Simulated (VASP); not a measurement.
# AlN (F-43m) in VASP: notebook

Aim: see how the results for AlN move with the level of theory and the settings. Levels: PBE, r2SCAN. Tasks: single point.

Program: VASP 6.6.1. These are calculated values, not measurements. Logs are shortened: lines on timing, memory, paths and dates and some standing lists are left out, and cuts for length are marked.

## 1. The cell of the first run

Symmetry: F-43m, No. 216, cubic system. The conventional cell has a = 4.457 Å, b = 4.457 Å, c = 4.457 Å, α = 90.00°, β = 90.00°, γ = 90.00°. Al (site symmetry -43m) has 4 N at 1.93 Å within 2.6 Å. Within 2.6 Å of N (site symmetry -43m) lie 4 Al at 1.93 Å.

## 2. Single point, PBE (strain +2.0%)

File INCAR:

```
SYSTEM = AlN
  ALGO = Normal
  EDIFF = 1E-6
  ENCUT = 520
  GGA = PE
  ISIF = 2
  ISMEAR = -1
  LASPH = .TRUE.
  LCHARG = .TRUE.
  LELF = .TRUE.
  LREAL = .FALSE.
  LVHAR = .TRUE.
  LWAVE = .FALSE.
  NBANDS = 11
  NELM = 100
  PREC = Accurate
  SIGMA = 0.02
```

File KPOINTS:

```
k-points
0
G
  10 10 10
  0 0 0
```

File POSCAR:

```
AlN
1.0
    0.0000000000      2.2285739407      2.2285739407
    2.2285739407      0.0000000000      2.2285739407
    2.2285739407      2.2285739407      0.0000000000
Al N
1 1
Direct
    0.0000000000      0.0000000000      0.0000000000
    0.2500000000      0.2500000000      0.2500000000
```

Potentials or basis: VASP PAW PBE potentials, release 64 (Al, N).

The run is started by

```
cat potpaw_PBE.64/Al/POTCAR potpaw_PBE.64/N/POTCAR > POTCAR
mpirun -np 1 vasp_std > vasp.out
```

OUTCAR:

```text
SYSTEM = AlN
   EDIFF = 1E-6
   ENCUT = 520
   GGA = PE
   ISIF = 2
   ISMEAR = -1
   LASPH = .TRUE.
   LREAL = .FALSE.
   NELM = 100
   PREC = Accurate

 ion  position               nearest neighbor table
   1  0.000  0.000  0.000-   2 1.93   2 1.93   2 1.93   2 1.93
   2  0.250  0.250  0.250-   1 1.93   1 1.93   1 1.93   1 1.93

  LATTYP: Found a face centered cubic cell.
 ALAT       =     4.4571478814

  Lattice vectors:

 A1 = (   0.0000000000,   2.2285739407,   2.2285739407)
 A2 = (   2.2285739407,   0.0000000000,   2.2285739407)
 A3 = (   2.2285739407,   2.2285739407,   0.0000000000)

Analysis of symmetry for initial positions (statically):
=====================================================================
 Subroutine PRICEL returns:
 Original cell was already a primitive cell.

 Routine SETGRP: Setting up the symmetry group for a
 face centered cubic supercell.

 Subroutine GETGRP returns: Found 24 space group operations
 (whereof 24 operations were pure point group operations)
 out of a pool of 48 trial point group operations.

The static configuration has the point symmetry T_d .

Analysis of symmetry for dynamics (positions and initial velocities):
=====================================================================
 Subroutine PRICEL returns:
 Original cell was already a primitive cell.

 Routine SETGRP: Setting up the symmetry group for a
 face centered cubic supercell.

 Subroutine GETGRP returns: Found 24 space group operations
 (whereof 24 operations were pure point group operations)
 out of a pool of 48 trial point group operations.

The dynamic configuration has the point symmetry T_d .

 Subroutine INISYM returns: Found 24 space group operations
 (whereof 24 operations are pure point group operations),
 and found     1 'primitive' translations

----------------------------------------------------------------------------------------

                                     Primitive cell

  volume of cell :      22.1366

  direct lattice vectors                    reciprocal lattice vectors
     0.000000000  2.228573941  2.228573941    -0.224358721  0.224358721  0.224358721
     2.228573941  0.000000000  2.228573941     0.224358721 -0.224358721  0.224358721
     2.228573941  2.228573941  0.000000000     0.224358721  0.224358721 -0.224358721

  length of vectors
     3.151679492  3.151679492  3.151679492     0.388600705  0.388600705  0.388600705

  position of ions in fractional coordinates (direct lattice)
     0.000000000  0.000000000  0.000000000
     0.250000000  0.250000000  0.250000000

  ion indices of the primitive-cell ions
   primitive index   ion index
                 1           1
                 2           2

----------------------------------------------------------------------------------------

 KPOINTS: k-points

Automatic generation of k-mesh.
 Grid dimensions read from file:
 generate k-points for:   10   10   10

 Generating k-lattice:

  Cartesian coordinates                     Fractional coordinates (reciprocal lattice)
    -0.022435872  0.022435872  0.022435872     0.100000000  0.000000000  0.000000000
     0.022435872 -0.022435872  0.022435872     0.000000000  0.100000000  0.000000000
     0.022435872  0.022435872 -0.022435872     0.000000000  0.000000000  0.100000000

  Length of vectors
     0.038860070  0.038860070  0.038860070

  Shift w.r.t. Gamma in fractional coordinates (k-lattice)
     0.000000000  0.000000000  0.000000000

 Subroutine IBZKPT returns following result:
 ===========================================

 Found     47 irreducible k-points:

 Following reciprocal coordinates:
            Coordinates               Weight
  0.000000  0.000000  0.000000      1.000000
  0.100000  0.000000  0.000000      8.000000
  0.200000  0.000000  0.000000      8.000000
  0.300000  0.000000  0.000000      8.000000
  0.400000  0.000000  0.000000      8.000000
  0.500000  0.000000  0.000000      4.000000
[... 16 lines left out ...]
  0.300000  0.300000  0.000000      6.000000
  0.400000  0.300000  0.000000     24.000000
 [... further k-points ...]
   k-points           NKPTS =     47   k-points in BZ     NKDIM =     47   number of bands    NBANDS=     11
   number of dos      NEDOS =    301   number of ions     NIONS =      2
   total plane-waves  NPLWV =  13824
   dimension x,y,z NGX =    24 NGY =   24 NGZ =   24
   dimension x,y,z NGXF=    48 NGYF=   48 NGZF=   48
   ions per type =               1   1
   NGX,Y,Z   is equivalent  to a cutoff of  12.66, 12.66, 12.66 a.u.
   NGXF,Y,Z  is equivalent  to a cutoff of  25.32, 25.32, 25.32 a.u.
 SYSTEM =  AlN
   PREC   = accura    normal or accurate (medium, high low for compatibility)
   ISTART =      0    job   : 0-new  1-cont  2-samecut
   ICHARG =      2    charge: 1-file 2-atom 10-const
   ISPIN  =      1    spin polarized calculation?
   LNONCOLLINEAR =      F non collinear calculations
   LSORBIT =      F    spin-orbit coupling
   LASPH  =      T    aspherical Exc in radial PAW
   ENCUT  =  520.0 eV  38.22 Ry    6.18 a.u.   5.86  5.86  5.86*2*pi/ulx,y,z
   NELM   =    100;   NELMIN=  2; NELMDL= -5     # of ELM steps
   EDIFF  = 0.1E-05   stopping-criterion for ELM
   LREAL  =      F    real-space projection
   EDIFFG = 0.1E-04   stopping-criterion for IOM
   NSW    =      0    number of steps for IOM
   IBRION =     -1    ionic relax: 0-MD 1-quasi-New 2-CG
   NFREE  =      0    steps in history (QN), initial steepest desc. (CG)
   ISIF   =      2    stress and relaxation
   ISYM   =      2    0-nonsym 1-usesym 2-fastsym
   POTIM  = 0.5000    time-step for ionic-motion
   TEBEG  =    0.0;   TEEND  =   0.0 temperature during run
   PSTRESS=    0.0 pullay stress
   NELECT =       8.0000    total number of electrons
   NUPDOWN=      -1.0000    fix difference up-down
   EMIN   =  10.00;   EMAX   =-10.00  energy-range for DOS
   EFERMI =   0.00;   METHOD = LEGACY
   ISMEAR =    -1;   SIGMA  =   0.02  broadening in eV -4-tet -1-fermi 0-gaus
   EFERMI_NEDOS =   21; number of points for ismear=-14 and -15
   IALGO  =     38    algorithm
   IMIX   =      4    mixing-type and parameters
     AMIX     =   0.40;   BMIX     =  1.00
     AMIX_MAG =   1.60;   BMIX_MAG =  1.00
  volume/ion in A,a.u.               =      11.07        74.69
  Fermi-wavevector in a.u.,A,eV,Ry     =   1.166096  2.203603 18.500940  1.359781
  Thomas-Fermi vector in A             =   2.302614
   LORBIT       =      0    0 simple, 1 ext, 2 COOP (PROOUT), +10 PAW based schemes
   GGA     = PE    functional components
   LHFCALC =     F    Hartree Fock is set to
   AEXX    =    0.0000 exact exchange contribution
   IVDW    =     0    specifies the selected vdW correction
   LEPSILON=     F    determine dielectric tensor
   LRPA    =     F    only Hartree local field effects (RPA)
 non-spin polarized calculation
  energy-cutoff  :      520.00
  volume of cell :       22.14
 maximum number of plane-waves:       610
   NGX = 11   NGY = 11   NGZ = 11

 number of electron       8.0000003 magnetization

 Free energy of the ion-electron system (eV)
  ---------------------------------------------------
  ext. energy  EPLUGINS =         0.00000000
  ---------------------------------------------------
  free energy    TOTEN  =       -14.82973962 eV

  energy without entropy =      -14.82973962  energy(sigma->0) =      -14.82973962

 E-fermi :   5.8613     XC(G=0): -10.6719

 val. band max:        5.4120040635   @ k =   0.0000   0.0000   0.0000
 cond. band min:       8.6960615087   @ k =   0.5000   0.5000   0.0000
 fundamental gap:      3.2840574451
 Fermi energy:         5.8613230873

 k-point     1 :       0.0000    0.0000    0.0000
  band No.  band energies     occupation
      1      -9.2260      2.00000
      2       5.4120      2.00000
      3       5.4120      2.00000
      4       5.4120      2.00000
      5       9.0816      0.00000
      6      17.3834      0.00000
      7      17.3834      0.00000
      8      17.3834      0.00000
      9      22.6201      0.00000
     10      22.6201      0.00000
     11      23.9084      0.00000

 k-point     2 :       0.1000    0.0000    0.0000
  band No.  band energies     occupation
      1      -9.0897      2.00000
      2       4.6000      2.00000
      3       5.3611      2.00000
      4       5.3611      2.00000
      5       9.7597      0.00000
      6      16.9978      0.00000
      7      17.5100      0.00000
      8      17.5100      0.00000
      9      21.4106      0.00000
     10      21.4106      0.00000
     11      23.1479      0.00000

 k-point     3 :       0.2000    0.0000    0.0000
  band No.  band energies     occupation
      1      -8.7037      2.00000
      2       3.0460      2.00000
      3       5.2342      2.00000
      4       5.2342      2.00000
      5      10.8843      0.00000
      6      16.2180      0.00000
      7      17.4862      0.00000
      8      17.4862      0.00000
      9      20.8598      0.00000
     10      20.8598      0.00000
     11      22.2631      0.00000

 k-point     4 :       0.3000    0.0000    0.0000
  band No.  band energies     occupation
      1      -8.1474      2.00000
      2       1.4821      2.00000
      3       5.0889      2.00000
      4       5.0889      2.00000
      5      11.7198      0.00000
      6      15.5099      0.00000
      7      16.9259      0.00000
      8      16.9259      0.00000
      9      21.7974      0.00000
     10      21.7974      0.00000
     11      22.0026      0.00000

 k-point     5 :       0.4000    0.0000    0.0000
  band No.  band energies     occupation
      1      -7.5982      2.00000
      2       0.2787      2.00000
      3       4.9795      2.00000
      4       4.9795      2.00000
      5      12.1336      0.00000
      6      15.0367      0.00000
      7      16.3828      0.00000
      8      16.3828      0.00000
      9      22.3367      0.00000
     10      23.5023      0.00000
     11      23.5023      0.00000
[... 211 lines left out ...]
 k-point    21 :      -0.3000    0.2000    0.0000
  band No.  band energies     occupation
      1      -7.4551      2.00000
      2       0.9767      2.00000
      3       3.2988      2.00000
      4       4.9019      2.00000
      5      13.0170      0.00000
      6      13.9348      0.00000
      7      16.5869      0.00000
      8      17.2936      0.00000
      9      21.2295      0.00000
     10      23.3122      0.00000
     11      25.9306      0.00000

 k-point    22 :      -0.2000    0.2000    0.0000
  band No.  band energies     occupation
      1      -7.9644      2.00000
      2       1.7617      2.00000
      3       3.7871      2.00000
      4       5.1565      2.00000
      5      12.5122      0.00000
      6      14.9097      0.00000
      7      16.2644      0.00000
      8      17.4609      0.00000
      9      19.8909      0.00000
     10      23.1022      0.00000
     11      26.0611      0.00000

 k-point    23 :       0.3000    0.3000    0.0000
  band No.  band energies     occupation
      1      -7.8004      2.00000
      2       1.9747      2.00000
      3       4.2184      2.00000
      4       4.2184      2.00000
      5      10.5446      0.00000
      6      14.6729      0.00000
      7      16.6883      0.00000
      8      19.2326      0.00000
      9      19.2326      0.00000
     10      25.2026      0.00000
     11      28.1426      0.00000

 k-point    24 :       0.4000    0.3000    0.0000
  band No.  band energies     occupation
      1      -7.3799      2.00000
      2       1.3839      2.00000
      3       3.7752      2.00000
      4       4.0599      2.00000
      5      10.1905      0.00000
      6      14.5295      0.00000
      7      16.9755      0.00000
      8      19.3419      0.00000
      9      19.8077      0.00000
     10      26.0374      0.00000
     11      27.9291      0.00000

 [... further k-points ...]
[... 5 lines left out ...]
  --------------------------------------------------------------------------------------
  -------------------------------------------------------------------------------------
  Total       -0.9451337     -0.9451337     -0.9451337     -0.0000000     -0.0000000     -0.0000000
  in kB      -68.4057652    -68.4057652    -68.4057652     -0.0000000     -0.0000000     -0.0000000
  external PRESSURE =     -68.4057652 kB  Pullay stress =       0.0000000 kB

 VOLUME and BASIS-vectors are now :
 -----------------------------------------------------------------------------
  energy-cutoff  :      520.00
  volume of cell :       22.14
      direct lattice vectors                 reciprocal lattice vectors
     0.000000000  2.228573941  2.228573941    -0.224358721  0.224358721  0.224358721
     2.228573941  0.000000000  2.228573941     0.224358721 -0.224358721  0.224358721
     2.228573941  2.228573941  0.000000000     0.224358721  0.224358721 -0.224358721

 POSITION                                       TOTAL-FORCE (eV/Angst)
 -----------------------------------------------------------------------------------
      0.00000      0.00000      0.00000         0.000000      0.000000      0.000000
      1.11429      1.11429      1.11429        -0.000000     -0.000000     -0.000000
 -----------------------------------------------------------------------------------
    total drift:                               -0.000000     -0.000000     -0.000000

  FREE ENERGIE OF THE ION-ELECTRON SYSTEM (eV)
  ---------------------------------------------------
  free  energy   TOTEN  =       -14.8297396233 eV

  energy  without entropy=      -14.8297396233  energy(sigma->0) =      -14.82973962
```

Run time: 6.9 s. Hardware: 1 thread of Intel Xeon Platinum 8259CL at 2.50GHz (Skylake/Cascade Lake), shared host; peak memory 0.14 GiB.

Results:

```
Free energy            : -14.8297 eV
Pressure               : -6.8 GPa
Band gap on the k mesh : 3.28 eV, indirect (least direct gap 3.67 eV)
```

Levels at points of the mesh, in eV from the valence-band top:
```csv
k point,band 1,band 2,band 3,band 4,band 5,band 6,band 7,band 8
"(0.00, 0.00, 0.00)",-14.64,0.00,0.00,0.00,3.67,11.97,11.97,11.97
"(0.50, 0.00, 0.00)",-12.76,-5.60,-0.47,-0.47,6.83,9.45,10.77,10.77
"(0.50, 0.50, 0.00)",-12.18,-4.72,-1.71,-1.71,3.28,8.24,13.17,14.99
```

Caveat: the cell differs from its parent crystal (strain +2.0%). A k mesh can miss the band edges.

## 3. Single point, PBE (strain +3.0%)

File INCAR:

```
SYSTEM = AlN
PREC     = Accurate       ! precision mode
ENCUT    = 520            ! plane-wave cutoff, eV
EDIFF    = 1E-6           ! SCF threshold, eV
ISMEAR   = -1             ! smearing method
SIGMA    = 0.02           ! smearing width, eV
LREAL    = .FALSE.        ! projectors in reciprocal space
LASPH    = .TRUE.         ! aspherical terms in the spheres
NELM     = 80             ! most SCF steps
ALGO     = Normal         ! electronic algorithm
ISIF     = 2              ! what is computed and relaxed
LWAVE    = .FALSE.        ! write WAVECAR
LCHARG   = .TRUE.         ! write CHGCAR
GGA      = PE             ! functional
LELF     = .TRUE.         ! ELF
LVHAR    = .TRUE.       
NBANDS   = 11             ! bands
```

File KPOINTS:

```
regular mesh
0
G
  10 10 10
  0 0 0
```

File POSCAR:

```
AlN
1.0
    0.0000000000      2.2504227048      2.2504227048
    2.2504227048      0.0000000000      2.2504227048
    2.2504227048      2.2504227048      0.0000000000
Al N
1 1
Direct
    0.0000000000      0.0000000000      0.0000000000
    0.2500000000      0.2500000000      0.2500000000
```

Potentials or basis: VASP PAW PBE potentials, release 64 (Al, N).

The run is started by

```
cat potpaw_PBE.64/Al/POTCAR potpaw_PBE.64/N/POTCAR > POTCAR
mpirun -np 1 vasp_std > vasp.out
```

Wall time 7.3 s (1 thread of Intel Xeon Platinum 8259CL at 2.50GHz (Skylake/Cascade Lake), shared host); peak memory 0.14 GiB.

It converged, with:

```
Free energy            : -14.7924 eV
Pressure               : -11.4 GPa
Band gap on the k mesh : 3.27 eV, indirect (least direct gap 3.42 eV)
```

Levels at points of the mesh, in eV from the valence-band top:
```
           k point  band 1  band 2  band 3  band 4  band 5  band 6  band 7  band 8
(0.00, 0.00, 0.00)  -14.48    0.00    0.00    0.00    3.42   11.70   11.70   11.70
(0.50, 0.00, 0.00)  -12.69   -5.49   -0.47   -0.47    6.58    9.26   10.59   10.59
(0.50, 0.50, 0.00)  -12.13   -4.64   -1.68   -1.68    3.27    8.06   12.81   14.64
```

Caveat: the cell differs from its parent crystal (strain +3.0%).

## 4. Single point, PBE (strain +4.0%)

File INCAR:

```
SYSTEM = AlN
  PREC = Accurate
  ENCUT = 520
  EDIFF = 1E-6
  ISMEAR = -1
  SIGMA = 0.02
  LREAL = .FALSE.
  LASPH = .TRUE.
  NELM = 80
  ALGO = Normal
  ISIF = 2
  LWAVE = .FALSE.
  LCHARG = .FALSE.
  GGA = PE
  NBANDS = 11
```

KPOINTS is that of step 3.

File POSCAR:

```
AlN
1.0
    0.0000000000      2.2722714690      2.2722714690
    2.2722714690      0.0000000000      2.2722714690
    2.2722714690      2.2722714690      0.0000000000
Al N
1 1
Direct
    0.0000000000      0.0000000000      0.0000000000
    0.2500000000      0.2500000000      0.2500000000
```

The run is started by

```
cat potpaw_PBE.64/Al/POTCAR potpaw_PBE.64/N/POTCAR > POTCAR
mpirun -np 1 vasp_std > vasp.out
```

Wall time 6.7 s (1 thread of Intel Xeon Platinum 8259CL at 2.50GHz (Skylake/Cascade Lake), shared host); peak memory 0.13 GiB.

The run converged. Its results:

- Free energy: -14.7364 eV
- Pressure: -15.4 GPa
- Band gap on the k mesh: 3.18 eV, direct

Levels at points of the mesh, in eV from the valence-band top:
| k point | band 2 | band 3 | band 4 | band 5 | band 6 | band 7 |
| --- | --- | --- | --- | --- | --- | --- |
| (0.00, 0.00, 0.00) | 0.00 | 0.00 | 0.00 | 3.18 | 11.43 | 11.43 |
| (0.50, 0.00, 0.00) | -5.38 | -0.46 | -0.46 | 6.33 | 9.07 | 10.41 |
| (0.50, 0.50, 0.00) | -4.56 | -1.65 | -1.65 | 3.25 | 7.88 | 12.46 |

Caveat: the cell differs from its parent crystal (strain +4.0%). A k mesh can miss the band edges.

## 5. Single point, r2SCAN (strain -4.0%)

File POSCAR:

```
AlN
1.0
    0.0000000000      2.0974813560      2.0974813560
    2.0974813560      0.0000000000      2.0974813560
    2.0974813560      2.0974813560      0.0000000000
Al N
1 1
Direct
    0.0000000000      0.0000000000      0.0000000000
    0.2500000000      0.2500000000      0.2500000000
```

File INCAR.step1:

```
PREC = Accurate ; ENCUT = 520
ISMEAR = 0 ; SIGMA = 0.01
LREAL = False ; LASPH = True
NELM = 60 ; NBANDS = 11
GGA = PE ; ALGO = Normal
EDIFF = 1E-4 ; LWAVE = True
LCHARG = False
```

File INCAR.step2:

```
PREC = Accurate ; ENCUT = 520
EDIFF = 1E-6 ; ISMEAR = 0
SIGMA = 0.01 ; LREAL = False
LASPH = True ; NELM = 60
ALGO = Normal ; ISIF = 2
LWAVE = False ; LCHARG = True
METAGGA = R2SCAN ; LMIXTAU = True
LELF = True ; LVHAR = True
NBANDS = 11 ; ISTART = 1
```

File KPOINTS:

```
Automatic mesh
0
Gamma
  10 10 10
```

The run is started by

```
cat potpaw_PBE.64/Al/POTCAR potpaw_PBE.64/N/POTCAR > POTCAR
cp INCAR.step1 INCAR
mpirun -np 1 vasp_std > vasp.out
cp INCAR.step2 INCAR
mpirun -np 1 vasp_std > vasp.out
```

Run time: 27 s. Hardware: 1 thread of Intel Xeon Platinum 8259CL at 2.50GHz (Skylake/Cascade Lake), shared host; peak memory 0.14 GiB.

The run converged. Its results:

```
Free energy            : -18.9598 eV
Pressure               : 32.4 GPa
Band gap on the k mesh : 4.02 eV, indirect (least direct gap 5.95 eV)
```

Levels at points of the mesh, in eV from the valence-band top:
| k point | band 1 | band 2 | band 3 | band 4 | band 5 | band 6 | band 7 | band 8 |
| --- | --- | --- | --- | --- | --- | --- | --- | --- |
| (0.00, 0.00, 0.00) | -16.48 | 0.00 | 0.00 | 0.00 | 6.07 | 14.82 | 14.82 | 14.82 |
| (0.50, 0.00, 0.00) | -14.09 | -6.43 | -0.49 | -0.49 | 9.40 | 11.74 | 12.75 | 12.75 |
| (0.50, 0.50, 0.00) | -13.34 | -5.35 | -1.93 | -1.93 | 4.02 | 10.26 | 17.07 | 18.58 |

Caveat: the cell differs from its parent crystal (strain -4.0%); the PAW data sets were made with another functional, which shifts forces and pressure a little. A k mesh can miss the band edges.

## 6. Overview

```tsv
level	cell	smearing	gap on the mesh (eV)	pressure (GPa)
PBE	a = 3.152 Å, angles 60.0°, 2 atoms	fermi-dirac 0.02 eV	3.28	-6.8
PBE	a = 3.183 Å, angles 60.0°, 2 atoms	fermi-dirac 0.02 eV	3.27	-11.4
PBE	a = 3.213 Å, angles 60.0°, 2 atoms	fermi-dirac 0.02 eV	3.18	-15.4
r2SCAN	a = 2.966 Å, angles 60.0°, 2 atoms	gaussian 0.01 eV	4.02	32.4
```

Alike in all rows: task single point; potentials or basis VASP PAW PBE potentials, release 64 (Al, N); no spin polarisation; k mesh 10 × 10 × 10; cutoff (eV) 520.

Caveats: the PAW data sets were made with another functional, which shifts forces and pressure a little (some runs).

Total energies depend on the potentials used, so only differences within one code and one set of settings carry meaning.
